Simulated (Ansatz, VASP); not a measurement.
## Ga in VASP and in Ansatz

```xyz
2
Lattice="1.4154 -4.1797 -0.0177 1.4154 4.1797 -0.0177 -0.1627 0.0000 3.3784" Properties=species:S:1:pos:R:3 pbc="T T T"
Ga    1.3747   -3.0665    0.8269
Ga    1.2934    3.0665    2.5161
```

Alike in both runs: task single point; functional PBE; k mesh 13 × 13 × 11; occupations fermi-dirac, width 0.1 eV; no spin polarisation.

|  | VASP | Ansatz |
| --- | --- | --- |
| version | VASP 6.6.1 | Ansatz 0.2.0 |
| potentials or method | VASP PAW PBE potentials, release 64 (Ga_d), cutoff 500 eV | plane waves (420 eV) with PAW, scalar-relativistic |
| valence electrons in the cell | 26 | 26 |

Ansatz gave:

- pressure (GPa): -1.8
- traceless stress, the component that is largest in VASP (GPa): 0.59

Question: Which values does VASP return?

Answer: Pressure (GPa): -1.8; traceless stress, the component that is largest in VASP (GPa): 0.61.
